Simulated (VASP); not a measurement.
Write the native input for VASP 6.6.1 that does the following.

```
Task                   : single point
Functional             : PBE
Potentials or basis    : VASP PAW PBE potentials, release 64 (Hf_pv, C)
Cutoff                 : 520 eV
k mesh                 : 12 × 12 × 6
Occupations            : gaussian, width 0.05 eV
Spin                   : no spin polarisation
Dipole correction      : no
Further INCAR settings : ALGO = Normal; EDIFF = 1e-06; NBANDS = 22
```

The structure of HfC lies in POSCAR:

```
HfC
1.0
    3.2418549528      0.0000000000      0.0000000000
   -1.6209274764      2.8075287445      0.0000000000
    0.0000000000      0.0000000000      5.7347429384
Hf C
2 2
Direct
    0.0000000000      0.0000000000      0.0000000000
    0.0000000000      0.0000000000      0.5000000000
    0.3333333333      0.6666666667      0.2500000000
    0.6666666667      0.3333333333      0.7500000000
```

These files were run (other wordings do the same):

INCAR

```
ALGO = Normal ; EDIFF = 1E-6
ENCUT = 520 ; GGA = PE
ISIF = 2 ; ISMEAR = 0
LASPH = T ; LCHARG = F
LREAL = F ; LWAVE = F
NBANDS = 22 ; NELM = 100
PREC = Accurate ; SIGMA = 0.05
```

KPOINTS

```
k-points
0
Gamma
  12 12 6
```

Potentials or basis: VASP PAW PBE potentials, release 64 (Hf_pv, C).

The run is started by

```bash
$ cat potpaw_PBE.64/Hf_pv/POTCAR potpaw_PBE.64/C/POTCAR > POTCAR
$ mpirun -np 1 vasp_std > vasp.out
```

It gave:

```json
{"Pressure": "3.7 GPa", "Band gap on the k mesh": "zero (bands 14 and 15 overlap by 1.53 eV)"}
```

Caveat: the cell stands under pressure; spin-orbit coupling is left out, which moves the levels of the heavy elements.

Wall time 94 s on 1 thread of AMD EPYC 7R13, with other jobs on the host, peak memory 0.22 GiB.
